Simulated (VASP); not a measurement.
Input of a VASP 6.6.1 run:

POSCAR

```
BN
1.0
    2.7582547698      0.0000000000      0.0000000000
   -1.3791273849      2.3887187008      0.0000000000
    0.0000000000      0.0000000000      4.5650034000
B N
2 2
Direct
    0.6666666667      0.3333333333      0.9997240000
    0.3333333333      0.6666666667      0.4997240000
    0.6666666667      0.3333333333      0.6252760000
    0.3333333333      0.6666666667      0.1252760000
```

INCAR.step1

```
PREC = Accurate ; ENCUT = 520
ISMEAR = 0 ; SIGMA = 0.05
LREAL = F ; LASPH = T
NELM = 100 ; NBANDS = 16
GGA = PE ; ALGO = Normal
EDIFF = 1E-4 ; LWAVE = T
LCHARG = F
```

Contents of INCAR.step2:

```
PREC = Accurate ; ENCUT = 520
EDIFF = 1E-6 ; ISMEAR = 0
SIGMA = 0.05 ; LREAL = F
LASPH = T ; NELM = 100
ALGO = Normal ; ISIF = 2
LWAVE = F ; LCHARG = T
METAGGA = R2SCAN ; LMIXTAU = T
LELF = T ; LVHAR = T
NBANDS = 16 ; ISTART = 1
```

File KPOINTS:

```
regular mesh
0
Gamma
  12 12 6
```

Potentials or basis: VASP PAW PBE potentials, release 64 (B, N).

The run is started by

```bash
$ cat potpaw_PBE.64/B/POTCAR potpaw_PBE.64/N/POTCAR > POTCAR
$ cp INCAR.step1 INCAR
$ mpirun -np 1 vasp_std > vasp.out
$ cp INCAR.step2 INCAR
$ mpirun -np 1 vasp_std > vasp.out
```

**Question.** Predict the largest force.

**Answer.** 0.161 eV/Å.

**Question.** What does it give for the band gap on the k mesh?

**Answer.** 5.88 eV, indirect (least direct gap 7.06 eV).

**Question.** Estimate the pressure.

**Answer.** -60.2 GPa.

Forces in eV/Å, atoms in the order of the input:
```
B    0.000  0.000  0.161
B    0.000  0.000  0.161
N    0.000  0.000 -0.161
N    0.000  0.000 -0.161
```

Caveat: the cell differs from its parent crystal (strain +0.080 along x and y, +0.080 along z); the PAW data sets were made with another functional, which shifts forces and pressure a little. A k mesh can miss the band edges.
